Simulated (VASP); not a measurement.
Runs of VASP 6.6.1 on AlN. The structure is that of space group P6_3mc (No. 186), or close to it. The cells are those of the table. 

```csv
cell,gap on the mesh (eV),pressure (GPa),largest force (eV/Å)
"a = 2.955, b = 2.955, c = 4.729 Å, angles 90.0, 90.0, 120.0°, 4 atoms",5.75,42.4,0.20
"a = 2.955, b = 2.955, c = 4.978 Å, angles 90.0, 90.0, 120.0°, 4 atoms",5.75,27.2,0.99
"a = 3.111, b = 3.111, c = 4.729 Å, angles 90.0, 90.0, 120.0°, 4 atoms",5.15,(b),0.69
"a = 2.955, b = 2.955, c = 5.102 Å, angles 90.0, 90.0, 120.0°, 4 atoms",5.55,21.3,1.14
"a = 3.033, b = 3.033, c = 4.854 Å, angles 90.0, 90.0, 120.0°, 4 atoms",5.56,17.4,0.20
"a = 3.033, b = 3.033, c = 4.978 Å, angles 90.0, 90.0, 120.0°, 4 atoms",5.38,11.4,0.53
"a = 3.033, b = 3.033, c = 5.102 Å, angles 90.0, 90.0, 120.0°, 4 atoms",5.17,6.3,0.70
"a = 3.033, b = 3.033, c = 5.227 Å, angles 90.0, 90.0, 120.0°, 4 atoms",4.87,2.0,0.77
"a = 3.033, b = 3.033, c = 4.729 Å, angles 90.0, 90.0, 120.0°, 4 atoms",5.72,24.6,0.31
"a = 2.955, b = 2.955, c = 5.227 Å, angles 90.0, 90.0, 120.0°, 4 atoms",5.13,(a),1.18
"a = 3.111, b = 3.111, c = 4.854 Å, angles 90.0, 90.0, 120.0°, 4 atoms",5.00,4.3,0.16
"a = 2.955, b = 2.955, c = 4.854 Å, angles 90.0, 90.0, 120.0°, 4 atoms",5.75,34.2,0.68
```

Alike in all rows: task single point; level r2SCAN; potentials or basis VASP PAW PBE potentials, release 64 (Al, N); no spin polarisation; k mesh 12 × 12 × 6; cutoff (eV) 520; smearing gaussian 0.05 eV.

Q: Estimate the missing entries.

A: (a) 16.3; (b) 10.6.

Caveats: the PAW data sets were made with another functional, which shifts forces and pressure a little; the stress differs along the axes, from 38 to 45 GPa (at least some runs); the stress differs along the axes, from 6 to 38 GPa (at least some runs); the stress differs along the axes, from 3 to 25 GPa (at least some runs); the stress differs along the axes, from -6 to 35 GPa (at least some runs); the cell stands under pressure (at least some runs); the stress differs along the axes, from 2 to 16 GPa (at least some runs).

A k mesh can miss the band edges.
